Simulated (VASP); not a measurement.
# CdI2 (P-3m1) in VASP: notebook

The runs below take CdI2 through single point, with PBE+D3(BJ).

All numbers are computed with VASP 6.6.1; they aren't measurements. Logs are shortened: lines on timing, memory, paths and dates and some standing lists are left out, and cuts for length are marked.

### 1 The cell of the first run

Symmetry: P-3m1, No. 164, trigonal system. Conventional cell: a = 4.032 Å, b = 4.032 Å, c = 7.030 Å, α = 90.00°, β = 90.00°, γ = 120.00°. Cd (site symmetry -3m) has 6 I at 2.91 Å within 3.8 Å. Within 3.8 Å of I (site symmetry 3m) lie 3 Cd at 2.91 Å.

### 2 Single point, PBE+D3(BJ) (strain -0.050 along x and y, +0.025 along z)

INCAR reads:

```
SYSTEM = CdI2
PREC     = Accurate       ! precision mode
ENCUT    = 500            ! plane-wave cutoff, eV
EDIFF    = 1E-6           ! SCF threshold, eV
ISMEAR   = 0              ! smearing method
SIGMA    = 0.05           ! smearing width, eV
LREAL    = .FALSE.        ! projectors in reciprocal space
LASPH    = .TRUE.         ! aspherical terms in the spheres
NELM     = 120            ! most SCF steps
ALGO     = Normal         ! electronic algorithm
ISIF     = 2              ! what is computed and relaxed
LWAVE    = .FALSE.        ! write WAVECAR
LCHARG   = .FALSE.        ! write CHGCAR
GGA      = PE             ! functional
IVDW     = 12             ! dispersion correction
NBANDS   = 20             ! bands
GGA_COMPAT= .FALSE.
```

KPOINTS reads:

```
Automatic mesh
0
G
  9 9 4
  0 0 0
```

POSCAR reads:

```
CdI2
1.0
    4.0317992540      0.0000000000      0.0000000000
   -2.0158996270      3.4916405769      0.0000000000
    0.0000000000      0.0000000000      7.0304750000
Cd I
1 2
Direct
    0.0000000000      0.0000000000      0.0000000000
    0.3333333333      0.6666666667      0.2492000000
    0.6666666667      0.3333333333      0.7508000000
```

Potentials or basis: VASP PAW PBE potentials, release 64 (Cd, I).

Run with:

```console
$ cat potpaw_PBE.64/Cd/POTCAR potpaw_PBE.64/I/POTCAR > POTCAR
$ mpirun -np 1 vasp_std > vasp.out
```

OUTCAR:

```text
SYSTEM = CdI2
   PREC = Accurate
   ENCUT = 500
   EDIFF = 1E-6
   ISMEAR = 0
   LREAL = .FALSE.
   LASPH = .TRUE.
   NELM = 120
   ISIF = 2
   GGA = PE
   IVDW = 12
 IVDW          = 12

 ion  position               nearest neighbor table
   1  0.000  0.000  0.000-   2 2.91   3 2.91   2 2.91   3 2.91   3 2.91   2 2.91
   2  0.333  0.667  0.249-   1 2.91   1 2.91   1 2.91
   3  0.667  0.333  0.751-   1 2.91   1 2.91   1 2.91

  LATTYP: Found a hexagonal cell.
 ALAT       =     4.0317992540
 C/A-ratio  =     1.7437562133

  Lattice vectors:

 A1 = (   4.0317992540,   0.0000000000,   0.0000000000)
 A2 = (  -2.0158996270,   3.4916405769,   0.0000000000)
 A3 = (   0.0000000000,   0.0000000000,   7.0304750000)

Analysis of symmetry for initial positions (statically):
=====================================================================
 Subroutine PRICEL returns:
 Original cell was already a primitive cell.

 Routine SETGRP: Setting up the symmetry group for a
 hexagonal supercell.

 Subroutine GETGRP returns: Found 12 space group operations
 (whereof 12 operations were pure point group operations)
 out of a pool of 24 trial point group operations.

The static configuration has the point symmetry D_3d.

Analysis of symmetry for dynamics (positions and initial velocities):
=====================================================================
 Subroutine PRICEL returns:
 Original cell was already a primitive cell.

 Routine SETGRP: Setting up the symmetry group for a
 hexagonal supercell.

 Subroutine GETGRP returns: Found 12 space group operations
 (whereof 12 operations were pure point group operations)
 out of a pool of 24 trial point group operations.

The dynamic configuration has the point symmetry D_3d.

 Subroutine INISYM returns: Found 12 space group operations
 (whereof 12 operations are pure point group operations),
 and found     1 'primitive' translations

----------------------------------------------------------------------------------------

                                     Primitive cell

  volume of cell :      98.9722

  direct lattice vectors                    reciprocal lattice vectors
     4.031799254  0.000000000  0.000000000     0.248028222  0.143199161  0.000000000
    -2.015899627  3.491640577  0.000000000     0.000000000  0.286398321  0.000000000
     0.000000000  0.000000000  7.030475000     0.000000000  0.000000000  0.142237900

  length of vectors
[... 83 lines left out ...]
   NELM   =    120;   NELMIN=  2; NELMDL= -5     # of ELM steps
   EDIFF  = 0.1E-05   stopping-criterion for ELM
   LREAL  =      F    real-space projection
   EDIFFG = 0.1E-04   stopping-criterion for IOM
   NSW    =      0    number of steps for IOM
   IBRION =     -1    ionic relax: 0-MD 1-quasi-New 2-CG
   NFREE  =      0    steps in history (QN), initial steepest desc. (CG)
   ISIF   =      2    stress and relaxation
   ISYM   =      2    0-nonsym 1-usesym 2-fastsym
   POTIM  = 0.5000    time-step for ionic-motion
   TEBEG  =    0.0;   TEEND  =   0.0 temperature during run
   PSTRESS=    0.0 pullay stress
   NELECT =      26.0000    total number of electrons
   NUPDOWN=      -1.0000    fix difference up-down
   EMIN   =  10.00;   EMAX   =-10.00  energy-range for DOS
   EFERMI =   0.00;   METHOD = LEGACY
   ISMEAR =     0;   SIGMA  =   0.05  broadening in eV -4-tet -1-fermi 0-gaus
   EFERMI_NEDOS =   21; number of points for ismear=-14 and -15
   IALGO  =     38    algorithm
   IMIX   =      4    mixing-type and parameters
     AMIX     =   0.40;   BMIX     =  1.00
     AMIX_MAG =   1.60;   BMIX_MAG =  1.00
  volume/ion in A,a.u.               =      32.99       222.63
  Fermi-wavevector in a.u.,A,eV,Ry     =   1.048483  1.981346 14.957123  1.099318
  Thomas-Fermi vector in A             =   2.183407
   LORBIT       =      0    0 simple, 1 ext, 2 COOP (PROOUT), +10 PAW based schemes
   GGA     = PE    functional components
   LHFCALC =     F    Hartree Fock is set to
   AEXX    =    0.0000 exact exchange contribution
   IVDW    =    12    specifies the selected vdW correction
   LEPSILON=     F    determine dielectric tensor
   LRPA    =     F    only Hartree local field effects (RPA)
 non-spin polarized calculation
 Gauss-broadening in eV      SIGMA  =   0.05
  energy-cutoff  :      500.00
  volume of cell :       98.97
 maximum number of plane-waves:      2540
 NGX is ok and might be reduce to    30
   NGX = 15   NGY = 15   NGZ = 25

 number of electron      26.0000000 magnetization

 Free energy of the ion-electron system (eV)
  ---------------------------------------------------
  ext. energy  EPLUGINS =         0.00000000
  ---------------------------------------------------
  free energy    TOTEN  =        -5.26807231 eV

  energy without entropy =       -5.26807231  energy(sigma->0) =       -5.26807231

 E-fermi :   3.2688     XC(G=0):  -8.9205

 val. band max:        3.0082543901   @ k =   0.0000   0.0000   0.5000
 cond. band min:       5.2013057833   @ k =   0.4444   0.0000   0.5000
 fundamental gap:      2.1930513932
 Fermi energy:         3.2688008659

 k-point     1 :       0.0000    0.0000    0.0000
  band No.  band energies     occupation
      1      -9.7435      2.00000
      2      -8.9969      2.00000
      3      -4.9709      2.00000
      4      -4.9709      2.00000
      5      -4.8599      2.00000
      6      -4.7319      2.00000
[... 541 lines left out ...]
     19      10.7387      0.00000
     20      11.8232      0.00000

 [... further k-points ...]

------------------------ aborting loop because EDIFF is reached ----------------------------------------

 Edisp (eV)   -1.08579

 E8    (eV) :    -0.4872

  FORCE on cell =-STRESS in cart. coord.  units (eV):
  Direction    XX          YY          ZZ          XY          YZ          ZX
  --------------------------------------------------------------------------------------
  -------------------------------------------------------------------------------------
  Total       2.81316     2.81316     1.47785    -0.00000    -0.00000    -0.00000
  in kB      45.53982    45.53982    23.92367    -0.00000    -0.00000    -0.00000
  external pressure =       38.33 kB  Pullay stress =        0.00 kB

 VOLUME and BASIS-vectors are now :
 -----------------------------------------------------------------------------
  energy-cutoff  :      500.00
  volume of cell :       98.97
      direct lattice vectors                 reciprocal lattice vectors
     4.031799254  0.000000000  0.000000000     0.248028222  0.143199161  0.000000000
    -2.015899627  3.491640577  0.000000000     0.000000000  0.286398321  0.000000000
     0.000000000  0.000000000  7.030475000     0.000000000  0.000000000  0.142237900

 POSITION                                       TOTAL-FORCE (eV/Angst)
 -----------------------------------------------------------------------------------
      0.00000      0.00000      0.00000        -0.000000     -0.000000      0.000000
     -0.00000      2.32776      1.75199        -0.000000      0.000000      0.480689
      2.01590      1.16388      5.27848         0.000000     -0.000000     -0.480689
 -----------------------------------------------------------------------------------
    total drift:                                0.000000     -0.000000      0.000000

  FREE ENERGIE OF THE ION-ELECTRON SYSTEM (eV)
  ---------------------------------------------------
  free  energy   TOTEN  =        -6.3538656350 eV

  energy  without entropy=       -6.3538656350  energy(sigma->0) =       -6.35386563
```

Run time: 61 s. Hardware: 1 thread of Intel Xeon Platinum 8375C at 2.90GHz (Ice Lake), shared host; peak memory 0.26 GiB.

What came out:

- Free energy: -6.3539 eV
- Pressure: 3.8 GPa
- Largest force: 0.481 eV/Å
- Band gap on the k mesh: 2.19 eV (least direct gap 2.66 eV)
- Dispersion energy per atom: -0.362 eV

Forces in eV/Å, atoms in the order of the input:
```
Cd   0.000  0.000  0.000
I    0.000  0.000  0.481
I    0.000  0.000 -0.481
```

Caveat: the cell differs from its parent crystal (strain -0.050 along x and y, +0.025 along z); the cell stands under pressure; spin-orbit coupling is left out, which moves the levels of the heavy elements; an odd mesh through Γ misses points on the zone boundary, where band edges can lie.

[end of part 1 of 2]
